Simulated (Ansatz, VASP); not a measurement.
# WSe2 in VASP and in Ansatz

File INCAR:

```
SYSTEM = WSe2
PREC = Accurate
ENCUT = 520
EDIFF = 1E-6
ISMEAR = -1
SIGMA = 0.08
LREAL = .False.
LASPH = .True.
NELM = 60
ALGO = Normal
ISIF = 2
LWAVE = .False.
LCHARG = .False.
GGA = PE
NBANDS = 35
```

KPOINTS

```
regular mesh
0
Gamma
  11 11 3
  0 0 0
```

POSCAR

```
WSe2
1.0
    3.2899984505      0.0000000000      0.0000000000
   -1.6449992252      2.8492222365      0.0000000000
    0.0000000000      0.0000000000     12.5809000000
W Se
2 4
Direct
    0.3333333333      0.6666666667      0.2500000000
    0.6666666667      0.3333333333      0.7500000000
    0.3333333333      0.6666666667      0.6210000000
    0.6666666667      0.3333333333      0.1210000000
    0.3333333333      0.6666666667      0.8790000000
    0.6666666667      0.3333333333      0.3790000000
```

Input for Ansatz:

```yaml
crystal:
  lattice:
    - [3.2899984505, 0.0, 0.0]
    - [-1.6449992252, 2.8492222365, 0.0]
    - [0.0, 0.0, 12.5809]
  atoms:
    - { symbol: W, position: [0.3333333333, 0.6666666667, 0.25] }
    - { symbol: W, position: [0.6666666667, 0.3333333333, 0.75] }
    - { symbol: Se, position: [0.3333333333, 0.6666666667, 0.621] }
    - { symbol: Se, position: [0.6666666667, 0.3333333333, 0.121] }
    - { symbol: Se, position: [0.3333333333, 0.6666666667, 0.879] }
    - { symbol: Se, position: [0.6666666667, 0.3333333333, 0.379] }
kpoints:
  mp_grid: { grid: [11, 11, 3] }
  band_path:
    path:
      - [0.0, 0.0, 0.0]
      - [0.5, 0.0, 0.0]
      - [0.3333333333, 0.3333333333, 0.0]
      - [0.0, 0.0, 0.0]
      - [0.0, 0.0, 0.5]
      - [0.5, 0.0, 0.5]
      - [0.3333333333, 0.3333333333, 0.5]
      - [0.0, 0.0, 0.5]
      - [0.5, 0.0, 0.5]
    npoints: 5
scf:
  occupations: { method: fermi_dirac, width: 0.08 }
hamiltonian:
  xc: pbe
  pseudopotentials: { kind: all_electron, lapw: { basis_error: 0.0005 } }
output:
  forces: true
  stress: true
  eigenvalues: true
```

Change from the starting cell: zz strain of -3 %.

Alike in both runs: task single point; functional PBE; k mesh 11 × 11 × 3; occupations fermi-dirac, width 0.08 eV; no spin polarisation.

|  | VASP | Ansatz |
| --- | --- | --- |
| version | VASP 6.6.1 | Ansatz 0.2.0 |
| potentials or method | VASP PAW PBE potentials, release 64 (W_sv, Se), cutoff 520 eV | all-electron LAPW, scalar-relativistic |

```tsv
	VASP	Ansatz	Ansatz less VASP
pressure (GPa)	9.5	9.1	-0.35
traceless stress, the component that is largest in VASP (GPa)	4.53	4.44	-0.093
rms of the force components (eV/Å)	0.527	0.502	-0.0255
```

Atom by atom the forces differ by 0.026 eV/Å (rms over components). Ansatz ran all-electron here, and VASP with PAW potentials.

Spin-orbit coupling is off throughout.
